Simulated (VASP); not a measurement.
# Sb: single point with PBE0

Crystal: Sb.

```xyz
1
Lattice="3.1809 0.0000 0.0000 0.0000 3.1809 0.0000 0.0000 0.0000 3.1809" Properties=species:S:1:pos:R:3 pbc="T T T"
Sb    0.0000    0.0000    0.0000
```

This isn't the form of Sb at room conditions, which is rhombohedral.

| Item | Value |
| --- | --- |
| Program | VASP 6.6.1 |
| Task | single point |
| Functional | PBE0 |
| Potentials or basis | VASP PAW PBE potentials, release 64 (Sb_d_GW) |
| Cutoff | 400 eV |
| k mesh | 4 × 4 × 4 |
| Occupations | fermi-dirac, width 0.05 eV |
| Spin | no spin polarisation |
| Dipole correction | no |
| Grid for exact exchange (PRECFOCK) | Normal |
| Further INCAR settings | ALGO = Normal; EDIFF = 1e-06; NBANDS = 14 |
| Share of exact exchange | 0.25 |

```yaml
Pressure: -6.8 GPa
Band_gap_on_the_k_mesh: zero (an odd number of electrons rules out a gap without spin polarisation)
```

Levels at points of the mesh, in eV from the Fermi level:
```tsv
k point	band 4	band 5	band 6	band 7	band 8	band 9	band 10	band 11
(0.00, 0.00, 0.00)	-32.39	-32.39	-14.07	3.44	3.44	3.44	7.47	7.47
(0.50, 0.00, 0.00)	-32.41	-32.38	-11.62	-6.65	5.49	5.49	9.88	11.04
(0.50, 0.50, 0.00)	-32.42	-32.34	-8.93	-4.45	-4.45	2.71	7.46	13.80
(0.50, 0.50, 0.50)	-32.33	-32.33	-5.96	-2.46	-2.46	-2.46	5.42	5.42
```

It took 3.2 min on 1 thread of AMD EPYC 7R43 64-Core Processor (Zen 3) (shared host), peak memory 0.11 GiB.

Caveat: the k points lie up to 0.49 Å⁻¹ apart, too coarse for converged energies and pressures of a metal; the PAW data sets were made with another functional, which shifts forces and pressure a little; spin-orbit coupling is left out, which moves the levels of the heavy elements; an odd number of electrons without spin polarisation forces a metal; a magnetic or distorted state may lie lower.
